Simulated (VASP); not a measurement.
Ni2HgP2:

```
CELL_PARAMETERS angstrom
0.00000 3.94793 0.00000
3.94793 0.00000 0.00000
1.97396 1.97396 -4.74500
ATOMIC_POSITIONS crystal
P 0.37600 0.37600 0.24800
P 0.62400 0.62400 0.75200
Hg 0.00000 0.00000 0.00000
Ni 0.75000 0.25000 0.50000
Ni 0.25000 0.75000 0.50000
```

* Program: VASP 6.6.1
* Task: relaxation of cell and atoms
* Functional: PBE
* Potentials or basis: VASP PAW PBE potentials, release 64 (P, Hg, Ni)
* Cutoff: 600 eV
* k mesh: 5 × 5 × 5
* Occupations: fermi-dirac, width 0.1 eV
* Spin: no spin polarisation

At the start: pressure -0.6 GPa; volume 14.79 Å³/atom.

Where does the relaxation end?

Over 8 steps the energy falls by 25.1 meV/atom and the volume is 14.74 Å³/atom (-0.3 %); space group I4/mmm (No. 139, to 0.05 Å).

Step by step:
```
step  energy change (eV)  largest force (eV/Å)  pressure (GPa)  volume (Å³)
   1              0.0000                0.2279           -0.63        73.96
   2             -0.0561                0.1297            0.40        73.31
   3             -0.1054                0.0503            2.48        72.16
   4             -0.1062                0.0400            3.04        71.88
   5             -0.1218                0.1469           -0.28        73.82
   6             -0.1233                0.1256            0.45        73.37
   7             -0.1254                0.0296            0.12        73.62
   8             -0.1256                0.0038            0.02        73.71
```

Final structure:
```
CELL_PARAMETERS angstrom
0.00000 4.07871 0.00000
4.07871 0.00000 0.00000
2.03935 2.03935 -4.43058
ATOMIC_POSITIONS crystal
P 0.37084 0.37084 0.25832
P 0.62916 0.62916 0.74168
Hg 0.00000 0.00000 0.00000
Ni 0.75000 0.25000 0.50000
Ni 0.25000 0.75000 0.50000
```
